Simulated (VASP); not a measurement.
# TiO2 (Anatase) (I4_1/amd) in VASP: a series of runs, part 2 of 2

VASP 6.6.1. Earlier steps stand in the parts before.

## (5) Single point, r2SCAN (volume scaled by 1.06, then relaxed in part)

Contents of POSCAR:

```
TiO2
1.0
   -1.9119767754      1.9119767754      4.9577007124
    1.9119767754     -1.9119767754      4.9577007124
    1.9119767754      1.9119767754     -4.9577007124
Ti O
2 4
Direct
    0.0000000000      0.0000000000      0.0000000000
    0.7500000000      0.2500000000      0.5000000000
    0.2034326260      0.2034326260      0.0000000000
    0.9534326260      0.4534326260      0.5000000000
    0.5465673740      0.0465673740      0.5000000000
    0.7965673740      0.7965673740      0.0000000000
```

Contents of INCAR.step1:

```
SYSTEM = TiO2
ALGO = Normal
EDIFF = 1E-4
ENCUT = 520
GGA = PE
ISMEAR = 0
LASPH = .True.
LCHARG = .False.
LREAL = .False.
LWAVE = .True.
NBANDS = 33
NELM = 60
PREC = Accurate
SIGMA = 0.02
```

Contents of INCAR.step2:

```
SYSTEM = TiO2
ALGO = Normal
EDIFF = 1E-6
ENCUT = 520
ISIF = 2
ISMEAR = 0
ISTART = 1
LASPH = .True.
LCHARG = .False.
LMIXTAU = .True.
LREAL = .False.
LWAVE = .False.
METAGGA = R2SCAN
NBANDS = 33
NELM = 60
PREC = Accurate
SIGMA = 0.02
```

Contents of KPOINTS:

```
k-points
0
Gamma
  8 8 8
  0 0 0
```

Potentials or basis: VASP PAW PBE potentials, release 64 (Ti_sv, O).

On the command line:

```console
> cat potpaw_PBE.64/Ti_sv/POTCAR potpaw_PBE.64/O/POTCAR > POTCAR
> cp INCAR.step1 INCAR
> mpirun -np 1 vasp_std > vasp.out
> cp INCAR.step2 INCAR
> mpirun -np 1 vasp_std > vasp.out
```

OUTCAR:

```text
SYSTEM = TiO2
   EDIFF = 1E-6
   ENCUT = 520
   ISIF = 2
   ISMEAR = 0
   ISTART = 1
   LASPH = .True.
   LREAL = .False.
   METAGGA = R2SCAN
   NELM = 60
   PREC = Accurate

 ion  position               nearest neighbor table
   1  0.000  0.000  0.000-   5 1.97   4 1.97   5 1.97   4 1.97   3 2.02   6 2.02
   2  0.750  0.250  0.500-   6 1.97   3 1.97   6 1.97   3 1.97   4 2.02   5 2.02
   3  0.203  0.203  0.000-   2 1.97   2 1.97   1 2.02
   4  0.953  0.453  0.500-   1 1.97   1 1.97   2 2.02
   5  0.547  0.047  0.500-   1 1.97   1 1.97   2 2.02
   6  0.797  0.797  0.000-   2 1.97   2 1.97   1 2.02

  LATTYP: Found a body centered tetragonal cell.
 ALAT       =     3.8239535508
 C/A-ratio  =     2.5929711993

  Lattice vectors:

 A1 = (  -1.9119767754,   1.9119767754,   4.9577007124)
 A2 = (   1.9119767754,  -1.9119767754,   4.9577007124)
 A3 = (   1.9119767754,   1.9119767754,  -4.9577007124)

Analysis of symmetry for initial positions (statically):
=====================================================================
 Subroutine PRICEL returns:
 Original cell was already a primitive cell.

 Routine SETGRP: Setting up the symmetry group for a
 body centered tetragonal supercell.

 Subroutine GETGRP returns: Found 16 space group operations
 (whereof  8 operations were pure point group operations)
 out of a pool of 16 trial point group operations.

The static configuration has the point symmetry D_2d.
 The point group associated with its full space group is D_4h.

Analysis of symmetry for dynamics (positions and initial velocities):
=====================================================================
 Subroutine PRICEL returns:
 Original cell was already a primitive cell.

 Routine SETGRP: Setting up the symmetry group for a
 body centered tetragonal supercell.

 Subroutine GETGRP returns: Found 16 space group operations
 (whereof  8 operations were pure point group operations)
 out of a pool of 16 trial point group operations.

The dynamic configuration has the point symmetry D_2d.
 The point group associated with its full space group is D_4h.

 Subroutine INISYM returns: Found 16 space group operations
 (whereof  8 operations are pure point group operations),
 and found     1 'primitive' translations

----------------------------------------------------------------------------------------

                                     Primitive cell

  volume of cell :      72.4946

  direct lattice vectors                    reciprocal lattice vectors
    -1.911976775  1.911976775  4.957700712     0.000000000  0.261509453  0.100853204
     1.911976775 -1.911976775  4.957700712     0.261509453  0.000000000  0.100853204
     1.911976775  1.911976775 -4.957700712     0.261509453  0.261509453  0.000000000

  length of vectors
     5.647132612  5.647132612  5.647132612     0.280283004  0.280283004  0.369830215

  position of ions in fractional coordinates (direct lattice)
     0.000000000  0.000000000  0.000000000
     0.750000000  0.250000000  0.500000000
     0.203432626  0.203432626  0.000000000
     0.953432626  0.453432626  0.500000000
     0.546567374  0.046567374  0.500000000
     0.796567374  0.796567374  0.000000000

[... 28 lines left out ...]
     0.000000000  0.000000000  0.000000000

 Subroutine IBZKPT returns following result:
 ===========================================

 Found     59 irreducible k-points:

 Following reciprocal coordinates:
            Coordinates               Weight
  0.000000  0.000000  0.000000      1.000000
  0.125000  0.000000  0.000000      8.000000
  0.250000  0.000000  0.000000      8.000000
  0.375000  0.000000  0.000000      8.000000
  0.500000  0.000000  0.000000      4.000000
  0.125000  0.125000  0.000000      8.000000
[... 16 lines left out ...]
  0.250000  0.125000  0.125000     16.000000
  0.375000  0.125000  0.125000      8.000000
 [... further k-points ...]
   k-points           NKPTS =     59   k-points in BZ     NKDIM =     59   number of bands    NBANDS=     33
   number of dos      NEDOS =    301   number of ions     NIONS =      6
   total plane-waves  NPLWV =  74088
   dimension x,y,z NGX =    42 NGY =   42 NGZ =   42
   dimension x,y,z NGXF=    84 NGYF=   84 NGZF=   84
   ions per type =               2   4
   NGX,Y,Z   is equivalent  to a cutoff of  12.36, 12.36, 12.36 a.u.
   NGXF,Y,Z  is equivalent  to a cutoff of  24.73, 24.73, 24.73 a.u.
 SYSTEM =  TiO2
   PREC   = accura    normal or accurate (medium, high low for compatibility)
   ISTART =      1    job   : 0-new  1-cont  2-samecut
   ICHARG =      0    charge: 1-file 2-atom 10-const
   ISPIN  =      1    spin polarized calculation?
   LNONCOLLINEAR =      F non collinear calculations
   LSORBIT =      F    spin-orbit coupling
   LASPH  =      T    aspherical Exc in radial PAW
   ENCUT  =  520.0 eV  38.22 Ry    6.18 a.u.  10.50 10.50 10.50*2*pi/ulx,y,z
   NELM   =     60;   NELMIN=  2; NELMDL=  0     # of ELM steps
   EDIFF  = 0.1E-05   stopping-criterion for ELM
   LREAL  =      F    real-space projection
   EDIFFG = 0.1E-04   stopping-criterion for IOM
   NSW    =      0    number of steps for IOM
   IBRION =     -1    ionic relax: 0-MD 1-quasi-New 2-CG
   NFREE  =      0    steps in history (QN), initial steepest desc. (CG)
   ISIF   =      2    stress and relaxation
   ISYM   =      2    0-nonsym 1-usesym 2-fastsym
   POTIM  = 0.5000    time-step for ionic-motion
   TEBEG  =    0.0;   TEEND  =   0.0 temperature during run
   PSTRESS=    0.0 pullay stress
   NELECT =      48.0000    total number of electrons
   NUPDOWN=      -1.0000    fix difference up-down
   EMIN   =  10.00;   EMAX   =-10.00  energy-range for DOS
   EFERMI =   0.00;   METHOD = LEGACY
   ISMEAR =     0;   SIGMA  =   0.02  broadening in eV -4-tet -1-fermi 0-gaus
   EFERMI_NEDOS =   21; number of points for ismear=-14 and -15
   IALGO  =     38    algorithm
   IMIX   =      4    mixing-type and parameters
     AMIX     =   0.40;   BMIX     =  1.00
     AMIX_MAG =   1.60;   BMIX_MAG =  1.00
  volume/ion in A,a.u.               =      12.08        81.54
  Fermi-wavevector in a.u.,A,eV,Ry     =   1.426878  2.696408 27.701187  2.035980
  Thomas-Fermi vector in A             =   2.547107
   LORBIT       =      0    0 simple, 1 ext, 2 COOP (PROOUT), +10 PAW based schemes
   METAGGA = R2SCAN    functional components
   LHFCALC =     F    Hartree Fock is set to
   AEXX    =    0.0000 exact exchange contribution
   IVDW    =     0    specifies the selected vdW correction
   LEPSILON=     F    determine dielectric tensor
   LRPA    =     F    only Hartree local field effects (RPA)
 non-spin polarized calculation
 Gauss-broadening in eV      SIGMA  =   0.02
  energy-cutoff  :      520.00
  volume of cell :       72.49
 maximum number of plane-waves:      1971
 NGX is ok and might be reduce to    42
   NGX = 21   NGY = 21   NGZ = 21

 number of electron      48.0000001 magnetization

 Free energy of the ion-electron system (eV)
  ---------------------------------------------------
  ext. energy  EPLUGINS =         0.00000000
  ---------------------------------------------------
  free energy    TOTEN  =       -69.75226757 eV

  energy without entropy =      -69.75226757  energy(sigma->0) =      -69.75226757

 E-fermi :   2.5277     XC(G=0): -11.1129

 val. band max:        2.4297240013   @ k =  -0.3750   0.3750   0.0000
 cond. band min:       4.9932963173   @ k =   0.0000   0.0000   0.0000
 fundamental gap:      2.5635723160
 Fermi energy:         2.5277232274

 k-point     1 :       0.0000    0.0000    0.0000
  band No.  band energies     occupation
      1     -56.2766      2.00000
      2     -56.2344      2.00000
      3     -31.6182      2.00000
      4     -31.4122      2.00000
      5     -31.4122      2.00000
      6     -31.3608      2.00000
[... 853 lines left out ...]
     32       9.0248      0.00000
     33       9.5369      0.00000

 [... further k-points ...]
[... 5 lines left out ...]
  --------------------------------------------------------------------------------------
  -------------------------------------------------------------------------------------
  Total       -4.1237116     -4.1237116     -4.1789351      0.0000000     -0.0000000      0.0000000
  in kB      -91.1367093    -91.1367093    -92.3571856      0.0000000     -0.0000000      0.0000000
  external PRESSURE =     -91.5435347 kB  Pullay stress =       0.0000000 kB

 VOLUME and BASIS-vectors are now :
 -----------------------------------------------------------------------------
  energy-cutoff  :      520.00
  volume of cell :       72.49
      direct lattice vectors                 reciprocal lattice vectors
    -1.911976775  1.911976775  4.957700712     0.000000000  0.261509453  0.100853204
     1.911976775 -1.911976775  4.957700712     0.261509453  0.000000000  0.100853204
     1.911976775  1.911976775 -4.957700712     0.261509453  0.261509453  0.000000000

 POSITION                                       TOTAL-FORCE (eV/Angst)
 -----------------------------------------------------------------------------------
      0.00000      0.00000      0.00000        -0.000000     -0.000000     -0.000000
      0.00000      1.91198      2.47885        -0.000000     -0.000000      0.000000
      0.00000      0.00000      2.01712         0.000000     -0.000000      0.029450
      0.00000      1.91198      4.49597        -0.000000      0.000000      0.029450
      0.00000      1.91198      0.46173        -0.000000      0.000000     -0.029450
      0.00000      0.00000      7.89829         0.000000     -0.000000     -0.029450
 -----------------------------------------------------------------------------------
    total drift:                               -0.000000     -0.000000      0.000000

  FREE ENERGIE OF THE ION-ELECTRON SYSTEM (eV)
  ---------------------------------------------------
  free  energy   TOTEN  =       -69.7522675703 eV

  energy  without entropy=      -69.7522675703  energy(sigma->0) =      -69.75226757
```

Wall time 13 min (1 thread of Intel Xeon 6975P-C (Granite Rapids), shared host); peak memory 0.34 GiB.

What came out:

```
Free energy            : -69.7523 eV
Pressure               : -9.2 GPa
Largest force          : 0.029 eV/Å
Band gap on the k mesh : 2.56 eV, indirect (least direct gap 2.78 eV)
```

Forces in eV/Å, atoms in the order of the input:
```
Ti   0.000  0.000  0.000
Ti   0.000  0.000  0.000
O    0.000  0.000  0.029
O    0.000  0.000  0.029
O    0.000  0.000 -0.029
O    0.000  0.000 -0.029
```

Levels at points of the mesh, in eV from the valence-band top:
| k point | band 21 | band 22 | band 23 | band 24 | band 25 | band 26 | band 27 | band 28 |
| --- | --- | --- | --- | --- | --- | --- | --- | --- |
| (0.00, 0.00, 0.00) | -0.78 | -0.78 | -0.32 | -0.32 | 2.56 | 3.16 | 4.41 | 4.41 |
| (0.50, 0.00, 0.00) | -1.73 | -0.81 | -0.76 | -0.63 | 3.57 | 3.78 | 3.80 | 3.91 |
| (0.50, 0.50, 0.00) | -1.83 | -1.83 | -0.05 | -0.05 | 3.50 | 3.50 | 3.95 | 3.95 |
| (0.50, 0.50, 0.50) | -1.17 | -1.17 | -0.03 | -0.03 | 2.85 | 2.85 | 4.09 | 4.09 |

Caveat: the PAW data sets were made with another functional, which shifts forces and pressure a little.

## (6) Summary

```tsv
cell	gap on the mesh (eV)	pressure (GPa)	largest force (eV/Å)
a = 5.294 Å, angles 138.6, 138.6, 60.0°, 6 atoms	2.49	14.0	0.04
a = 5.393 Å, angles 139.2, 139.2, 59.1°, 6 atoms	2.56	7.3	0.03
a = 5.570 Å, angles 140.1, 140.1, 57.7°, 6 atoms	2.58	-4.3	0.03
a = 5.647 Å, angles 140.4, 140.4, 57.2°, 6 atoms	2.56	-9.2	0.03
```

Alike in all rows: task single point; level r2SCAN; potentials or basis VASP PAW PBE potentials, release 64 (Ti_sv, O); no spin polarisation; k mesh 8 × 8 × 8; cutoff (eV) 520; smearing gaussian 0.02 eV.

Caveats: the PAW data sets were made with another functional, which shifts forces and pressure a little.

Absolute energies hang on the potentials; compare differences alone.
